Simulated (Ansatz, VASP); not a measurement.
One calculation of P, two programs

```
P
1.0
     4.39333    0.00000    0.00000
     0.00000    4.39333    0.00000
     0.00000    0.00000    4.14128
P
1
Direct
  0.00000 0.00000 0.00000
```

Alike in both runs: task single point; functional PBEsol; dispersion D3(BJ); k mesh 12 × 12 × 12; occupations gaussian, width 0.15 eV; no spin polarisation.

|  | VASP | Ansatz |
| --- | --- | --- |
| version | VASP 6.6.1 | Ansatz 0.2.0 |
| potentials or method | VASP PAW PBE potentials, release 64 (P), cutoff 520 eV | scalar-relativistic, plane waves, PAW |
| valence electrons in the cell | 5 | 5 |

VASP gave:

```
gap on the k mesh at the Fermi level (eV)                     : none
pressure (GPa)                                                : -4.1
traceless stress, the component that is largest in VASP (GPa) : -0.67
```

Task: What did Ansatz give for the same quantities?

Result: gap on the k mesh at the Fermi level (eV): none; pressure (GPa): -4.0; traceless stress, the component that is largest in VASP (GPa): -0.67.

VASP's potentials were made for PBE, not for PBEsol. A gap of «none» marks a metal or a gap that the smearing closes.
